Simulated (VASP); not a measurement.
Write the native input for VASP 6.6.1 that does the following.

| Quantity | Value |
| --- | --- |
| Task | single point |
| Functional | r2SCAN |
| Potentials or basis | VASP PAW PBE potentials, release 64 (Si, O) |
| Cutoff | 520 eV |
| k mesh | 6 × 6 × 4 |
| Occupations | fermi-dirac, width 0.02 eV |
| Spin | no spin polarisation |
| Dipole correction | no |
| Further INCAR settings | ALGO = Normal; EDIFF = 1e-06; NBANDS = 44 |

Crystal: SiO2 (Cristobalite).

```
CELL_PARAMETERS angstrom
4.88331 0.00000 0.00000
0.00000 4.88331 0.00000
0.00000 0.00000 6.78583
ATOMIC_POSITIONS crystal
Si 0.31160 0.31160 0.00000
Si 0.18840 0.81160 0.25000
Si 0.68840 0.68840 0.50000
Si 0.81160 0.18840 0.75000
O 0.23445 0.12756 0.18961
O 0.37244 0.73445 0.43961
O 0.76555 0.87244 0.68961
O 0.62756 0.26555 0.93961
O 0.73445 0.37244 0.56039
O 0.87244 0.76555 0.31039
O 0.26555 0.62756 0.06039
O 0.12756 0.23445 0.81039
```

These files were run (other wordings do the same):

POSCAR

```
SiO2
1.0
    4.8833065000      0.0000000000      0.0000000000
    0.0000000000      4.8833065000      0.0000000000
    0.0000000000      0.0000000000      6.7858336700
Si O
4 8
Direct
    0.3116030394      0.3116030394      0.0000000000
    0.1883969606      0.8116030394      0.2500000000
    0.6883969606      0.6883969606      0.5000000000
    0.8116030394      0.1883969606      0.7500000000
    0.2344520784      0.1275557590      0.1896144100
    0.3724442410      0.7344520784      0.4396144100
    0.7655479216      0.8724442410      0.6896144100
    0.6275557590      0.2655479216      0.9396144100
    0.7344520784      0.3724442410      0.5603855900
    0.8724442410      0.7655479216      0.3103855900
    0.2655479216      0.6275557590      0.0603855900
    0.1275557590      0.2344520784      0.8103855900
```

INCAR.step1

```
  PREC = Accurate
  ENCUT = 520
  ISMEAR = -1
  SIGMA = 0.02
  LREAL = F
  LASPH = T
  NELM = 80
  NBANDS = 44
  GGA = PE
  ALGO = Normal
  EDIFF = 1E-4
  LWAVE = T
  LCHARG = F
```

INCAR.step2

```
  PREC = Accurate
  ENCUT = 520
  EDIFF = 1E-6
  ISMEAR = -1
  SIGMA = 0.02
  LREAL = F
  LASPH = T
  NELM = 80
  ALGO = Normal
  ISIF = 2
  LWAVE = F
  LCHARG = F
  METAGGA = R2SCAN
  LMIXTAU = T
  NBANDS = 44
  ISTART = 1
```

KPOINTS

```
regular mesh
0
Gamma
  6 6 4
```

Potentials or basis: VASP PAW PBE potentials, release 64 (Si, O).

Run with:

```console
$ cat potpaw_PBE.64/Si/POTCAR potpaw_PBE.64/O/POTCAR > POTCAR
$ cp INCAR.step1 INCAR
$ mpirun -np 1 vasp_std > vasp.out
$ cp INCAR.step2 INCAR
$ mpirun -np 1 vasp_std > vasp.out
```

It gave:

```
Pressure               : 1.2 GPa
Largest force          : 0.032 eV/Å
Band gap on the k mesh : 6.48 eV, direct
```

Caveat: the PAW data sets were made with another functional, which shifts forces and pressure a little.

It took 21 min on 1 thread of Oxide Virtual Turin-like Processor, with other jobs on the host, peak memory 0.31 GiB.
